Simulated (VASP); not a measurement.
SrO, 2 atoms in the cell. The structure is trigonal, space group R-3m (No. 166). Conventional cell: a = 3.616 Å, b = 3.616 Å, c = 8.991 Å, α = 90.00°, β = 90.00°, γ = 120.00°. Sr (site symmetry -3m) has 6 O at 2.57 Å within 3.4 Å. O (site symmetry -3m) has 6 Sr at 2.57 Å within 3.4 Å.  This cell differs from its parent crystal: equal xy, yz and zx shear strains of +1 %.

```yaml
Program: VASP 6.6.1
Task: electric field gradients
Functional: PBEsol
Potentials_or_basis: VASP PAW PBE potentials, release 64 (Sr_sv, O)
Cutoff: 520 eV
k_mesh: 8 × 8 × 8
Occupations: fermi-dirac, width 0.03 eV
Spin: no spin polarisation
Dipole_correction: no
Further_INCAR_settings: ALGO = Normal; EDIFF = 1e-08; NBANDS = 15
```

Potentials or basis: VASP PAW PBE potentials, release 64 (Sr_sv, O).

Run with:

```console
$ cat potpaw_PBE.64/Sr_sv/POTCAR potpaw_PBE.64/O/POTCAR > POTCAR
$ mpirun -np 1 vasp_std > vasp.out
```

Hardware: 1 thread of AMD EPYC 9R45 96-Core Processor (Zen 5), on a shared host.

Task: Estimate the wall time of this run.

Result: Wall time 24 s on 1 thread of AMD EPYC 9R45 96-Core Processor (Zen 5), with other jobs on the host, peak memory 0.15 GiB. Counts: scf iterations 15, k points 65.
